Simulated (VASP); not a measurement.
Runs of VASP 6.6.1 on SnTe. The structure is that of space group Fm-3m (No. 225), or close to it. The cells are those of the table. 

```tsv
level	spin	cell	smearing	gap on the mesh (eV)	pressure (GPa)	moment (μB)
r2SCAN	non-collinear, zero start, SOC	a = 4.330 Å, angles 60.0°, 2 atoms	fermi-dirac 0.02 eV	-	6.8	0.00
r2SCAN	off	a = 4.375 Å, angles 60.0°, 2 atoms	fermi-dirac 0.02 eV	0.09	4.7	-
r2SCAN	off	a = 4.646 Å, angles 60.0°, 2 atoms	gaussian 0.01 eV	0.39	-3.3	-
PBE	off	a = 4.555 Å, angles 60.0°, 2 atoms	fermi-dirac 0.02 eV	0.09	-0.6	-
r2SCAN	off	a = 4.555 Å, angles 60.0°, 2 atoms	fermi-dirac 0.02 eV	0.23	-1.3	-
r2SCAN	off	a = 4.465 Å, angles 60.0°, 2 atoms	fermi-dirac 0.02 eV	0.05	1.3	-
r2SCAN	non-collinear, zero start, SOC	a = 4.375 Å, angles 60.0°, 2 atoms	fermi-dirac 0.02 eV	-	4.7	0.00
PBE	off	a = 4.465 Å, angles 60.0°, 2 atoms	fermi-dirac 0.02 eV	0.08	1.9	-
PBE	off	a = 4.420 Å, angles 60.0°, 2 atoms	fermi-dirac 0.02 eV	(c)	3.5	-
r2SCAN	off	a = 4.420 Å, angles 60.0°, 2 atoms	fermi-dirac 0.02 eV	0.05	2.9	-
r2SCAN	off	a = 4.691 Å, angles 60.0°, 2 atoms	gaussian 0.01 eV	(b)	-4.1	-
r2SCAN	off	a = 4.601 Å, angles 60.0°, 2 atoms	gaussian 0.01 eV	(a)	-2.4	-
```

Alike in all rows: task single point; potentials or basis VASP PAW PBE potentials, release 64 (Sn_d, Te); k mesh 8 × 8 × 8; cutoff (eV) 520.

Task: Estimate the missing entries.

Result: (a) 0.31; (b) 0.46; (c) 0.17.

Caveats: spin-orbit coupling is left out, which moves the levels of the heavy elements (at least some runs); the PAW data sets were made with another functional, which shifts forces and pressure a little (at least some runs); the cell stands under pressure (at least some runs); the cell stands under tension (at least some runs).

A k mesh can miss the band edges, and rows without SOC leave out spin-orbit coupling on Sn, Te.
